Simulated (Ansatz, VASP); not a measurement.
## AlNi: VASP beside Ansatz

```
Al Ni
1.0
     1.93869   -1.95319    0.00000
     1.93869    1.95319    0.00000
     0.00000    0.00000    3.09943
Al Ni
1 1
Cartesian
  0.0000 0.0000 0.0000
  1.9387 0.0000 1.3247
```

Alike in both runs: task single point; functional PBEsol; k mesh 18 × 18 × 16; occupations gaussian, width 0.15 eV; no spin polarisation.

```csv
,VASP,Ansatz
version,VASP 6.6.1,Ansatz 0.2.0
potentials or method,"VASP PAW PBE potentials, release 64 (Al, Ni), cutoff 520 eV","scalar-relativistic, plane waves, PAW"
valence electrons in the cell,13,21
```

|  | VASP | Ansatz | Ansatz less VASP |
| --- | --- | --- | --- |
| gap on the k mesh at the Fermi level (eV) | none | none | - |
| pressure (GPa) | 4.6 | 4.4 | -0.16 |
| traceless stress, the component that is largest in VASP (GPa) | -6.16 | -6.01 | +0.152 |
| rms of the force components (eV/Å) | 0.850 | 0.845 | -0.0053 |

VASP's potentials were made for PBE, not for PBEsol. Atom by atom the forces differ by 0.005 eV/Å (rms over components). A gap of «none» marks a metal or a gap that the smearing closes. The functional is the same, so the differences come from potentials, cutoffs and numerics. VASP's potentials hold 13 valence electrons a cell and Ansatz's 21, so a difference there can come from the potentials and not from the codes.
